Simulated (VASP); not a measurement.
The system is MgSiN.

```
CELL_PARAMETERS angstrom
3.37332 0.00000 0.00000
0.00000 3.37332 0.00000
0.00000 0.00000 3.43587
ATOMIC_POSITIONS crystal
Mg 0.50000 0.50000 0.50000
Si 0.50000 0.50000 0.00000
N 0.00000 0.00000 0.00000
```

The cell was built from a structure type or drawn by symmetry, and may not be a known phase.

* Program: VASP 6.6.1
* Task: relaxation of cell and atoms
* Functional: PBE
* Potentials or basis: VASP PAW PBE potentials, release 64 (Mg_sv, Si, N)
* Cutoff: 750 eV
* k mesh: 6 × 6 × 6
* Occupations: gaussian, width 0.1 eV
* Spin: no spin polarisation

At the start: pressure 76.4 GPa; volume 13.03 Å³/atom.

**Question.** How do energy, volume and symmetry change on relaxing?

**Answer.** Over 11 steps the energy falls by 3969.3 meV/atom and the volume is 13.16 Å³/atom (+1.0 %); space group P4/mmm (No. 123, to 0.1 Å) before and after.

The path:
```
step  energy change (eV)  largest force (eV/Å)  pressure (GPa)  volume (Å³)
   1              0.0000                0.0000           76.36        39.10
   2              1.2123                0.0000          -88.87        66.50
   3            -10.3876                0.0000          -25.05        55.14
   4            -10.6935                0.0000          -18.33        53.33
   5            -10.7529                0.0000          -13.59        51.98
   6            -11.6219                0.0000           -6.13        43.39
   7            -11.8485                0.0000            5.02        38.62
   8            -11.8406                0.0000           -0.33        38.89
   9            -11.9023                0.0000            2.46        38.78
  10            -11.9070                0.0000           -1.01        39.75
  11            -11.9079                0.0000           -0.03        39.47
```

Final structure:
```xyz
3
Lattice="2.7784 0.0000 0.0000 0.0000 2.7784 0.0000 0.0000 0.0000 5.1136" Properties=species:S:1:pos:R:3 pbc="T T T"
Mg    1.3892    1.3892    2.5568
Si    1.3892    1.3892    0.0000
N     2.7784    0.0000    0.0000
```

Caveat: a cell axis changed by over 15 % at a fixed basis, so the end point is rough.
